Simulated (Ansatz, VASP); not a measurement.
## ZrB2 in VASP and in Ansatz

The input INCAR:

```
SYSTEM = ZrB2
  PREC = Accurate
  ENCUT = 500
  EDIFF = 1E-6
  ISMEAR = -1
  SIGMA = 0.5
  LREAL = .False.
  LASPH = .True.
  NELM = 120
  ALGO = Normal
  ISIF = 2
  LWAVE = .False.
  LCHARG = .False.
  GGA = PE
  NBANDS = 16
  GGA_COMPAT = .False.
```

Contents of KPOINTS:

```
regular mesh
0
Gamma
  10 10 8
  0 0 0
```

The input POSCAR:

```
ZrB2
1.0
    3.1700000000      0.0000000000      0.0000000000
   -1.5850000000      2.7453005300      0.0000000000
    0.0000000000      0.0000000000      3.5330000000
Zr B
1 2
Direct
    0.0000000000      0.0000000000      0.0000000000
    0.3333330000      0.6666670000      0.5000000000
    0.6666670000      0.3333330000      0.5000000000
```

Input for Ansatz:

```yaml
crystal:
  lattice:
    - [3.17, 0.0, 0.0]
    - [-1.5849999999999993, 2.745300529996671, 0.0]
    - [0.0, 0.0, 3.533]
  atoms:
    - { symbol: Zr, position: [0.0, 0.0, 0.0] }
    - { symbol: B, position: [0.33333299999999993, 0.6666669999999999, 0.5] }
    - { symbol: B, position: [0.6666669999999999, 0.33333299999999993, 0.5] }
basis:
  ecutwfc: 470.0
kpoints:
  mp_grid:
    grid: [10, 10, 8]
hamiltonian:
  xc: pbe
  pseudopotentials:
    kind: paw
scf:
  occupations:
    method: fermi_dirac
    width: 0.5
output:
  forces: true
  stress: true
```

Alike in both runs: task single point; functional PBE; k mesh 10 × 10 × 8; occupations fermi-dirac, width 0.5 eV; no spin polarisation.

```csv
,VASP,Ansatz
version,VASP 6.6.1,Ansatz 0.2.0
potentials or method,"VASP PAW PBE potentials, release 64 (Zr_sv, B), cutoff 500 eV","plane waves, PAW"
valence electrons in the cell,18,18
```

Ansatz gave:

| Quantity | Value |
| --- | --- |
| pressure (GPa) | 2.2 |
| traceless stress, the component that is largest in VASP (GPa) | 0.66 |

Q: What did VASP give for the same quantities?

A: Pressure (GPa): 2.4; traceless stress, the component that is largest in VASP (GPa): 0.70.

Ansatz's warnings: structure snapped to symmetry.
